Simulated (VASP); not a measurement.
Set up this calculation in VASP 6.6.1, as the native input.

```yaml
Task: relaxation of cell and atoms
Functional: PBE
Potentials_or_basis: VASP PAW PBE potentials, release 64 (Sc_sv, B, Sb, P)
Cutoff: 600 eV
k_mesh: 6 × 6 × 12
Occupations: gaussian, width 0.1 eV
Spin: no spin polarisation
Dipole_correction: no
Further_INCAR_settings: ALGO = Normal; EDIFF = 1e-06; IBRION = 2; EDIFFG = -0.01; NSW = 100; ISIF = 3
```

The structure of ScBSbP3 lies in POSCAR:

```
ScBSbP3
1.0
    6.4689482243      0.0000000000      0.0000000000
   -3.2344741121      5.6022734980      0.0000000000
    0.0000000000      0.0000000000      3.0737826830
Sc B Sb P
1 1 1 3
Direct
    0.0000000000      0.0000000000      0.0000000000
    0.3333333333      0.6666666667      0.0000000000
    0.6666666667      0.3333333333      0.0000000000
    0.0688838763      0.5344419382      0.5000000000
    0.4655580618      0.5344419382      0.5000000000
    0.4655580618      0.9311161237      0.5000000000
```

The cell was built from a structure type or drawn by symmetry, and may not be a known phase.

These files were run (other wordings do the same):

INCAR

```
SYSTEM = ScBSbP3
PREC     = Accurate       ! precision mode
ENCUT    = 600            ! plane-wave cutoff, eV
EDIFF    = 1E-6           ! SCF threshold, eV
ISMEAR   = 0              ! smearing method
SIGMA    = 0.1            ! smearing width, eV
LREAL    = .False.        ! projectors in reciprocal space
LASPH    = .True.         ! aspherical terms in the spheres
NELM     = 80             ! most SCF steps
ALGO     = Normal         ! electronic algorithm
ISIF     = 3              ! what is computed and relaxed
LWAVE    = .False.        ! write WAVECAR
LCHARG   = .False.        ! write CHGCAR
GGA      = PE             ! functional
IBRION   = 2              ! ionic algorithm
NSW      = 100            ! ionic steps
EDIFFG   = -0.01          ! ionic threshold
```

KPOINTS

```
regular mesh
0
Gamma
  6 6 12
  0 0 0
```

Potentials or basis: VASP PAW PBE potentials, release 64 (Sc_sv, B, Sb, P).

The run is started by

```console
$ cat potpaw_PBE.64/Sc_sv/POTCAR potpaw_PBE.64/B/POTCAR potpaw_PBE.64/Sb/POTCAR potpaw_PBE.64/P/POTCAR > POTCAR
$ mpirun -np 1 vasp_std > vasp.out
```

Results of the run:

* Relaxed volume: 18.54 Å³/atom
* Relaxed cell: a = 6.453 Å, b = 6.453 Å, c = 3.085 Å, α = 90.00°, β = 90.00°, γ = 120.00°
* Space group after relaxing (to 0.1 Å): P-6m2 (No. 187)
* Energy gained by relaxing: 0.4 meV/atom
* Ionic steps: 6
* Pressure after relaxing: 0.0 GPa
* Band gap on the k mesh: zero (bands 17 and 18 overlap by 1.62 eV)

Caveat: spin-orbit coupling is left out, which moves the levels of the heavy elements.

It took 18 min on 1 thread of Intel Xeon 8259CL (shared host), peak memory 0.41 GiB.
